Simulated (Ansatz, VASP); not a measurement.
**GaN in VASP and in Ansatz**

```
Ga N
1.0
     3.21800    0.00000    0.00000
    -1.60900    2.78687    0.00000
     0.00000    0.00000    5.24302
Ga N
2 2
Direct
  0.33333 0.66667 0.00005
  0.66667 0.33333 0.50005
  0.33333 0.66667 0.37675
  0.66667 0.33333 0.87675
```

Alike in both runs: functional PBE; k mesh 8 × 8 × 5; no spin polarisation.

Ansatz relaxed the structure, and its values are those at the end. VASP's run is a single point on that final structure, the one shown.

|  | VASP | Ansatz |
| --- | --- | --- |
| version | VASP 6.6.1 | Ansatz 0.2.0 |
| potentials or method | VASP PAW PBE potentials, release 64 (Ga_d, N), cutoff 520 eV | scalar-relativistic, plane waves, PAW |
| occupations | gaussian, width 0.01 eV | fixed |
| valence electrons in the cell | 36 | 36 |

|  | VASP | Ansatz | Ansatz less VASP |
| --- | --- | --- | --- |
| gap on the k mesh at the Fermi level (eV) | 1.72 | 1.71 | -0.004 |
| least direct gap on the mesh (eV) | 1.72 | 1.71 | -0.004 |
| pressure (GPa) | 0.1 | 0.0 | -0.12 |
